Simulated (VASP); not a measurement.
Input of a VASP 6.6.1 run:

File INCAR:

```
SYSTEM = HgTe
  PREC = Accurate
  ENCUT = 500
  EDIFF = 1E-6
  ISMEAR = 0
  SIGMA = 0.02
  LREAL = .FALSE.
  LASPH = .TRUE.
  NELM = 120
  ALGO = Normal
  ISIF = 2
  LWAVE = .FALSE.
  LCHARG = .FALSE.
  GGA = PE
  NBANDS = 16
  GGA_COMPAT = .FALSE.
```

Contents of KPOINTS:

```
Automatic mesh
0
G
  6 6 6
  0 0 0
```

POSCAR

```
HgTe
1.0
    0.0000000000      3.1800000000      3.1800000000
    3.1800000000      0.0000000000      3.1800000000
    3.1800000000      3.1800000000      0.0000000000
Hg Te
1 1
Direct
    0.0000000000      0.0000000000      0.0000000000
    0.7500000000      0.7500000000      0.7500000000
```

Potentials or basis: VASP PAW PBE potentials, release 64 (Hg, Te).

Launch:

```bash
$ cat potpaw_PBE.64/Hg/POTCAR potpaw_PBE.64/Te/POTCAR > POTCAR
$ mpirun -np 1 vasp_std > vasp.out
```

**Question.** Predict the pressure.

**Answer.** 6.7 GPa.

**Question.** Estimate the band gap on the k mesh.

**Answer.** Zero (filled and empty bands touch).

Caveat: spin-orbit coupling is left out, which moves the levels of the heavy elements.
